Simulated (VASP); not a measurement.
# K2S (Fm-3m) in VASP: further runs, part 2 of 2

VASP 6.6.1. Earlier steps stand in the parts before.

### 4 Single point, HSE06

Input file POSCAR:

```
K2S
1.0
    0.0000000000      3.7027186909      3.7027186909
    3.7027186909      0.0000000000      3.7027186909
    3.7027186909      3.7027186909      0.0000000000
K S
2 1
Direct
    0.2500000000      0.2500000000      0.2500000000
    0.7500000000      0.7500000000      0.7500000000
    0.0000000000      0.0000000000      0.0000000000
```

Input file INCAR.step1:

```
SYSTEM = K2S
PREC = Accurate
ENCUT = 400
EDIFF = 1E-5
ISMEAR = 0
SIGMA = 0.01
LREAL = .False.
LASPH = .True.
NELM = 120
ALGO = Normal
ISIF = 2
LWAVE = .True.
LCHARG = .False.
NBANDS = 19
GGA = PE
GGA_COMPAT = .False.
```

Input file INCAR.step2:

```
SYSTEM = K2S
PREC = Accurate
ENCUT = 400
EDIFF = 1E-6
ISMEAR = 0
SIGMA = 0.01
LREAL = .False.
LASPH = .True.
NELM = 120
ALGO = Normal
ISIF = 2
LWAVE = .False.
LCHARG = .False.
GGA = PE
LHFCALC = .True.
HFSCREEN = 0.2079
PRECFOCK = Normal
NBANDS = 19
ISTART = 1
GGA_COMPAT = .False.
```

Input file KPOINTS:

```
Automatic mesh
0
Gamma
  4 4 4
  0 0 0
```

Potentials or basis: VASP PAW PBE potentials, release 64 (K_sv, S).

Run with:

```
$ cat potpaw_PBE.64/K_sv/POTCAR potpaw_PBE.64/S/POTCAR > POTCAR
$ cp INCAR.step1 INCAR
$ mpirun -np 1 vasp_std > vasp.out
$ cp INCAR.step2 INCAR
$ mpirun -np 1 vasp_std > vasp.out
```

OUTCAR:

```text
SYSTEM = K2S
   PREC = Accurate
   ENCUT = 400
   EDIFF = 1E-6
   ISMEAR = 0
   LREAL = .False.
   LASPH = .True.
   NELM = 120
   ISIF = 2
   GGA = PE
   LHFCALC = .True.
   HFSCREEN = 0.2079
   PRECFOCK = Normal
   ISTART = 1

 ion  position               nearest neighbor table
   1  0.250  0.250  0.250-   3 3.21   3 3.21   3 3.21   3 3.21   2 3.70   2 3.70   2 3.70   2 3.70
                             2 3.70   2 3.70
   2  0.750  0.750  0.750-   3 3.21   3 3.21   3 3.21   3 3.21   1 3.70   1 3.70   1 3.70   1 3.70
                             1 3.70   1 3.70
   3  0.000  0.000  0.000-   1 3.21   2 3.21   2 3.21   2 3.21   2 3.21   1 3.21   1 3.21   1 3.21

  LATTYP: Found a face centered cubic cell.
 ALAT       =     7.4054373818

  Lattice vectors:

 A1 = (   0.0000000000,   3.7027186909,   3.7027186909)
 A2 = (   3.7027186909,   0.0000000000,   3.7027186909)
 A3 = (   3.7027186909,   3.7027186909,   0.0000000000)

Analysis of symmetry for initial positions (statically):
=====================================================================
 Subroutine PRICEL returns:
 Original cell was already a primitive cell.

 Routine SETGRP: Setting up the symmetry group for a
 face centered cubic supercell.

 Subroutine GETGRP returns: Found 48 space group operations
 (whereof 48 operations were pure point group operations)
 out of a pool of 48 trial point group operations.

The static configuration has the point symmetry O_h .

Analysis of symmetry for dynamics (positions and initial velocities):
=====================================================================
 Subroutine PRICEL returns:
 Original cell was already a primitive cell.

[... 114 lines left out ...]
  Fermi-wavevector in a.u.,A,eV,Ry     =   1.012235  1.912846 13.940787  1.024619
  Thomas-Fermi vector in A             =   2.145332
   LORBIT       =      0    0 simple, 1 ext, 2 COOP (PROOUT), +10 PAW based schemes
   GGA     = PE    functional components
   LHFCALC =     T    Hartree Fock is set to
   PRECFOCK=normal    Normal, Fast or Accurate (Low or Medium for compatibility)
   ENCUT4O =  -1.0   cutoff for four orbital integrals eV
   NKREDX  =     1    reduce k-point grid by
   NKREDY  =     1    reduce k-point grid by
   NKREDZ  =     1    reduce k-point grid by
   AEXX    =    0.2500 exact exchange contribution
   HFSCREEN=    0.2079 screening length (either q_TF or 0.3 A-1)
   HFSCREENC=   0.2079 screening length for correlation (either q_TF or 0.3 A-1)
   ENCUTFOCK=  -1.0 apply spherical cutoff to Coloumb kernel
   IVDW    =     0    specifies the selected vdW correction
   LEPSILON=     F    determine dielectric tensor
   LRPA    =     F    only Hartree local field effects (RPA)
 non-spin polarized calculation
 Gauss-broadening in eV      SIGMA  =   0.01
  energy-cutoff  :      400.00
  volume of cell :      101.53
 maximum number of plane-waves:      1859
 NGX is ok and might be reduce to    36
  NGX = 28; NGY = 28; NGZ = 28

 number of electron      23.9999996 magnetization

 Free energy of the ion-electron system (eV)
  ---------------------------------------------------
  ext. energy  EPLUGINS =         0.00000000
  ---------------------------------------------------
  free energy    TOTEN  =       -10.84553752 eV

  energy without entropy =      -10.84553752  energy(sigma->0) =      -10.84553752

 E-fermi :  -0.9805     XC(G=0):  -6.1550

 val. band max:       -1.0424986799   @ k =   0.5000   0.5000   0.0000
 cond. band min:       2.2628414525   @ k =   0.0000   0.0000   0.0000
 fundamental gap:      3.3053401323
 Fermi energy:        -0.9805177009

 k-point     1 :       0.0000    0.0000    0.0000
  band No.  band energies     occupation
      1     -32.6185      2.00000
      2     -32.5336      2.00000
      3     -14.8551      2.00000
      4     -14.8551      2.00000
      5     -14.8551      2.00000
      6     -14.6137      2.00000
[... 153 lines left out ...]
      6     -14.7523      2.00000
[... 11 lines left out ...]
     18       7.5862      0.00000
     19       8.1306      0.00000

------------------------ aborting loop because EDIFF is reached ----------------------------------------

  FORCE on cell =-STRESS in cart. coord.  units (eV):
  Direction    XX          YY          ZZ          XY          YZ          ZX
  --------------------------------------------------------------------------------------
  -------------------------------------------------------------------------------------
  Total        0.1282245      0.1282245      0.1282245     -0.0000000      0.0000000      0.0000000
  in kB        2.0234359      2.0234359      2.0234359     -0.0000000      0.0000000      0.0000000
  external PRESSURE =       2.0234359 kB  Pullay stress =       0.0000000 kB

 VOLUME and BASIS-vectors are now :
 -----------------------------------------------------------------------------
  energy-cutoff  :      400.00
  volume of cell :      101.53
      direct lattice vectors                 reciprocal lattice vectors
     0.000000000  3.702718691  3.702718691    -0.135035913  0.135035913  0.135035913
     3.702718691  0.000000000  3.702718691     0.135035913 -0.135035913  0.135035913
     3.702718691  3.702718691  0.000000000     0.135035913  0.135035913 -0.135035913

 POSITION                                       TOTAL-FORCE (eV/Angst)
 -----------------------------------------------------------------------------------
      1.85136      1.85136      1.85136         0.000000      0.000000      0.000000
      5.55408      5.55408      5.55408        -0.000000     -0.000000     -0.000000
      0.00000      0.00000      0.00000        -0.000000     -0.000000     -0.000000
 -----------------------------------------------------------------------------------
    total drift:                                0.000001      0.000002      0.000001

  FREE ENERGIE OF THE ION-ELECTRON SYSTEM (eV)
  ---------------------------------------------------
  free  energy   TOTEN  =       -10.8455375198 eV

  energy  without entropy=      -10.8455375198  energy(sigma->0) =      -10.84553752
```

Wall time 15 min (1 thread of Intel Xeon Platinum 8259CL at 2.50GHz (Skylake/Cascade Lake), shared host); peak memory 0.32 GiB.

Results:

- Free energy: -10.8455 eV
- Pressure: 0.2 GPa
- Band gap on the k mesh: 3.31 eV, indirect (least direct gap 3.49 eV)

Caveat: the PAW data sets were made with another functional, which shifts forces and pressure a little. A k mesh can miss the band edges.

### 5 Overview

| level | potentials or basis | cutoff (eV) | grid for exact exchange (PRECFOCK) | screening parameter | gap on the mesh (eV) | pressure (GPa) |
| --- | --- | --- | --- | --- | --- | --- |
| LDA | VASP PAW LDA potentials, release 64 (K_sv, S) | 500 | - | - | 2.11 | -1.7 |
| r2SCAN | VASP PAW PBE potentials, release 64 (K_sv, S) | 550 | - | - | 2.76 | 0.0 |
| HSE06 | VASP PAW PBE potentials, release 64 (K_sv, S) | 400 | Normal | 0.2079 1/Å | 3.31 | 0.2 |

Alike in all rows: task single point; no spin polarisation; cell as given; k mesh 4 × 4 × 4; smearing gaussian 0.01 eV.

Caveats: the PAW data sets were made with another functional, which shifts forces and pressure a little (some runs).

Absolute energies hang on the potentials; compare differences alone.
